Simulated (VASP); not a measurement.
A run of VASP 6.6.1:

File INCAR:

```
SYSTEM = AgCl
PREC     = Accurate       ! precision mode
ENCUT    = 500            ! plane-wave cutoff, eV
EDIFF    = 1E-6           ! SCF threshold, eV
ISMEAR   = 0              ! smearing method
SIGMA    = 0.05           ! smearing width, eV
LREAL    = .False.        ! projectors in reciprocal space
LASPH    = .True.         ! aspherical terms in the spheres
NELM     = 120            ! most SCF steps
ALGO     = Normal         ! electronic algorithm
ISIF     = 2              ! what is computed and relaxed
LWAVE    = .False.        ! write WAVECAR
LCHARG   = .False.        ! write CHGCAR
GGA      = PS             ! functional
NBANDS   = 26             ! bands
GGA_COMPAT= .False.
```

The input KPOINTS:

```
Automatic mesh
0
Gamma
  10 10 6
  0 0 0
```

File POSCAR:

```
AgCl
1.0
    3.3311591989      0.0000000000      0.0000000000
    0.0000000000      3.3311591989      0.0000000000
    0.0000000000      0.0000000000      6.6623183978
Ag Cl
2 2
Direct
    0.0000000000      0.0000000000      0.0000000000
    0.0000000000      0.0000000000      0.5000000000
    0.3809123262      0.5000000000      0.2500000000
    0.6190876738      0.5000000000      0.7500000000
```

Potentials or basis: VASP PAW PBE potentials, release 64 (Ag, Cl).

The run is started by

```sh
$ cat potpaw_PBE.64/Ag/POTCAR potpaw_PBE.64/Cl/POTCAR > POTCAR
$ mpirun -np 1 vasp_std > vasp.out
```

Hardware: 1 thread of Intel(R) Xeon(R) Platinum 8259CL CPU @ 2.50GHz (Skylake/Cascade Lake), on a shared host.

Problem. Estimate the wall time of this run.

Solution. Run time: 100 s on 1 thread of Intel(R) Xeon(R) Platinum 8259CL CPU @ 2.50GHz (Skylake/Cascade Lake), with other jobs on the host, peak memory 0.33 GiB. Counts: scf iterations 12, k points 144.
